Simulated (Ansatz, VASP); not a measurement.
# Two plane-wave programs on Be

File INCAR:

```
SYSTEM = Be
PREC     = Accurate       ! precision mode
ENCUT    = 600            ! plane-wave cutoff, eV
EDIFF    = 1E-6           ! SCF threshold, eV
ISMEAR   = 0              ! smearing method
SIGMA    = 0.1            ! smearing width, eV
LREAL    = .FALSE.        ! projectors in reciprocal space
LASPH    = .TRUE.         ! aspherical terms in the spheres
NELM     = 60             ! most SCF steps
ALGO     = Normal         ! electronic algorithm
ISIF     = 3              ! what is computed and relaxed
LWAVE    = .FALSE.        ! write WAVECAR
LCHARG   = .FALSE.        ! write CHGCAR
GGA      = PS             ! functional
IBRION   = 2              ! ionic algorithm
NSW      = 100            ! ionic steps
EDIFFG   = -0.005         ! ionic threshold
```

KPOINTS

```
Automatic mesh
0
G
  21 21 12
  0 0 0
```

The input POSCAR:

```
Be
1.0
    2.2647826536      0.0000000000      0.0000000000
   -1.1323913268      1.9613593121      0.0000000000
    0.0000000000      0.0000000000      3.5741024600
Be
2
Direct
    0.3333333300      0.6666666700      0.7500000000
    0.6666666700      0.3333333300      0.2500000000
```

Input for Ansatz:

```yaml
crystal:
  lattice:
    - [2.2647826536, 0.0, 0.0]
    - [-1.1323913268, 1.9613593121, 0.0]
    - [0.0, 0.0, 3.57410246]
  atoms:
    - { symbol: Be, position: [0.33333333, 0.66666667, 0.75] }
    - { symbol: Be, position: [0.66666667, 0.33333333, 0.25] }
basis:
  ecutwfc: 420
kpoints:
  mp_grid: { grid: [21, 21, 12] }
hamiltonian:
  xc: pbesol
scf:
  occupations: { method: gaussian, width: 0.1 }
output:
  forces: true
  stress: true
  eigenvalues: true
relax:
  adjacent_minimum: "off"
  f_tol: 0.005
  max_steps: 80
  cell: { stress_tol: 0.05 }
```

Alike in both runs: task relaxation of cell and atoms; functional PBEsol; k mesh 21 × 21 × 12; occupations gaussian, width 0.1 eV; no spin polarisation.

```csv
,VASP,Ansatz
version,VASP 6.6.1,Ansatz 0.2.0
potentials or method,"VASP PAW PBE potentials, release 64 (Be), cutoff 600 eV","scalar-relativistic, plane waves, PAW"
valence electrons in the cell,4,4
```

|  | VASP | Ansatz | Ansatz less VASP |
| --- | --- | --- | --- |
| gap on the k mesh at the Fermi level, each at its own relaxed structure (eV) | none | none | - |
| relaxed volume (Å³/atom) | 7.86 | 7.83 | -0.025 |
| relaxed length of the cell vector where the two differ most in proportion (Å) | 2.258 | 2.255 | -0.0028 |

VASP's potentials were made for PBE, not for PBEsol. A gap of «none» marks a metal or a gap that the smearing closes.
